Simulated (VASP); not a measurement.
# B: single point with r2SCAN

The system is B.

```xyz
12
Lattice="2.4495 1.4142 4.1711 -2.4495 1.4142 4.1711 0.0000 -2.8285 4.1711" Properties=species:S:1:pos:R:3 pbc="T T T"
B    -1.5790    0.9116    2.8118
B     0.0000   -1.8232    2.8118
B     1.5790    0.9116    2.8118
B     1.5790   -0.9116    9.7014
B    -1.5790   -0.9116    9.7014
B     0.0000    1.8232    9.7014
B    -1.0075    0.5817    4.4746
B     0.0000   -1.1634    4.4746
B     1.0075    0.5817    4.4746
B     1.0075   -0.5817    8.0386
B    -1.0075   -0.5817    8.0386
B     0.0000    1.1634    8.0386
```

```yaml
Program: VASP 6.6.1
Task: single point
Functional: r2SCAN
Potentials_or_basis: VASP PAW PBE potentials, release 64 (B)
Cutoff: 520 eV
k_mesh: 3 × 3 × 3
Occupations: fermi-dirac, width 0.1 eV
Spin: no spin polarisation
Dipole_correction: no
Further_INCAR_settings: ALGO = Normal; EDIFF = 1e-07; NBANDS = 30
```

```json
{"Pressure": "0.2 GPa", "Largest force": "0.059 eV/Å", "Band gap on the k mesh": "1.78 eV (least direct gap 2.05 eV)"}
```

Forces in eV/Å, atoms in the order of the input:
```
B    0.025 -0.014  0.033
B    0.000  0.029  0.033
B   -0.025 -0.014  0.033
B   -0.025  0.014 -0.033
B    0.025  0.014 -0.033
B    0.000 -0.029 -0.033
B   -0.049  0.028  0.016
B    0.000 -0.057  0.016
B    0.049  0.028  0.016
B    0.049 -0.028 -0.016
B   -0.049 -0.028 -0.016
B    0.000  0.057 -0.016
```

Stress tensor (GPa, compression positive):
```
 0.45  0.00  0.00
 0.00  0.45  0.00
 0.00  0.00 -0.37
```

Levels at points of the mesh, in eV from the valence-band top:
| k point | band 15 | band 16 | band 17 | band 18 | band 19 | band 20 | band 21 | band 22 |
| --- | --- | --- | --- | --- | --- | --- | --- | --- |
| (0.00, 0.00, 0.00) | -1.28 | -0.82 | -0.82 | -0.28 | 1.78 | 5.01 | 5.01 | 5.22 |

Run time: 43 s on 1 thread of Intel(R) Xeon(R) 6975P-C (Granite Rapids), with other jobs on the host, peak memory 0.24 GiB.

Caveat: the k points lie up to 0.52 Å⁻¹ apart; the PAW data sets were made with another functional, which shifts forces and pressure a little. A k mesh can miss the band edges.
